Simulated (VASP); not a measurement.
Here is a VASP 6.6.1 calculation.

File INCAR:

```
SYSTEM = HfO2
PREC = Accurate
ENCUT = 520
EDIFF = 1E-6
ISMEAR = -1
SIGMA = 0.05
LREAL = .FALSE.
LASPH = .TRUE.
NELM = 150
ALGO = Normal
ISIF = 2
LWAVE = .FALSE.
LCHARG = .TRUE.
LMAXMIX = 4
LDAU = .TRUE.
LDAUTYPE = 2
LDAUL = 2 -1
LDAUU = 4 0
LDAUJ = 0 0
LDAUPRINT = 1
GGA = PS
LELF = .TRUE.
LVHAR = .TRUE.
NBANDS = 18
```

KPOINTS

```
Automatic mesh
0
G
  9 9 9
  0 0 0
```

The input POSCAR:

```
HfO2
1.0
    0.0000000000      2.5575000000      2.5575000000
    2.5575000000      0.0000000000      2.5575000000
    2.5575000000      2.5575000000      0.0000000000
Hf O
1 2
Direct
    0.0000000000      0.0000000000      0.0000000000
    0.7500000000      0.7500000000      0.7500000000
    0.2500000000      0.2500000000      0.2500000000
```

Potentials or basis: VASP PAW PBE potentials, release 64 (Hf_pv, O).

Command:

```bash
$ cat potpaw_PBE.64/Hf_pv/POTCAR potpaw_PBE.64/O/POTCAR > POTCAR
$ mpirun -np 1 vasp_std > vasp.out
```

What does it give for the pressure?

-2.8 GPa.

Estimate the band gap on the k mesh.

4.20 eV, indirect (least direct gap 4.32 eV).

Eigenvalues of the final occupation matrices:
```tsv
site	spin	trace	eigenvalues
site 1 d	1	0.61	0.05 0.05 0.17 0.17 0.17
site 1 d	2	0.61	0.05 0.05 0.17 0.17 0.17
```

Caveat: the PAW data sets were made with another functional, which shifts forces and pressure a little; spin-orbit coupling is left out, which moves the levels of the heavy elements. A k mesh can miss the band edges.
